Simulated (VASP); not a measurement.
MgO2: single point with r2SCAN

The system is MgO2.

```
CELL_PARAMETERS angstrom
4.83417 0.00000 0.00000
0.00000 4.83417 0.00000
0.00000 0.00000 4.83417
ATOMIC_POSITIONS crystal
Mg 0.00000 0.50000 0.50000
Mg 0.50000 0.50000 0.00000
Mg 0.50000 0.00000 0.50000
Mg 0.00000 0.00000 0.00000
O 0.41117 0.08883 0.91117
O 0.08883 0.91117 0.41117
O 0.91117 0.41117 0.08883
O 0.58883 0.58883 0.58883
O 0.41117 0.41117 0.41117
O 0.08883 0.58883 0.91117
O 0.91117 0.08883 0.58883
O 0.58883 0.91117 0.08883
```

```json
{
  "Program": "VASP 6.6.1",
  "Task": "single point",
  "Functional": "r2SCAN",
  "Potentials or basis": "VASP PAW PBE potentials, release 64 (Mg, O)",
  "Cutoff": "520 eV",
  "k mesh": "6 × 6 × 6",
  "Occupations": "gaussian, width 0.02 eV",
  "Spin": "no spin polarisation"
}
```

```json
{
  "Pressure": "-0.3 GPa",
  "Largest force": "0.274 eV/Å",
  "Band gap on the k mesh": "4.68 eV, indirect (least direct gap 4.81 eV)"
}
```

Forces on the atoms (eV/Å):
```
Mg   0.000  0.000  0.000
Mg   0.000  0.000  0.000
Mg   0.000  0.000  0.000
Mg   0.000  0.000  0.000
O   -0.158  0.158 -0.158
O    0.158 -0.158 -0.158
O   -0.158 -0.158  0.158
O    0.158  0.158  0.158
O   -0.158 -0.158 -0.158
O    0.158  0.158 -0.158
O   -0.158  0.158  0.158
O    0.158 -0.158  0.158
```

Levels at points of the mesh, in eV from the valence-band top:
```csv
k point,band 26,band 27,band 28,band 29,band 30,band 31
"(0.00, 0.00, 0.00)",-0.49,0.00,0.00,5.34,5.34,5.34
"(0.50, 0.00, 0.00)",-0.71,-0.13,-0.13,4.74,4.74,5.21
"(0.50, 0.50, 0.00)",-0.49,-0.49,-0.49,4.96,4.96,4.96
"(0.50, 0.50, 0.50)",-0.56,-0.56,-0.56,5.27,5.27,5.27
```

It took 10 min on 1 thread of Intel(R) Xeon(R) Platinum 8259CL CPU @ 2.50GHz (Skylake/Cascade Lake) (shared host), peak memory 0.25 GiB.

Caveat: the PAW data sets were made with another functional, which shifts forces and pressure a little. A k mesh can miss the band edges.
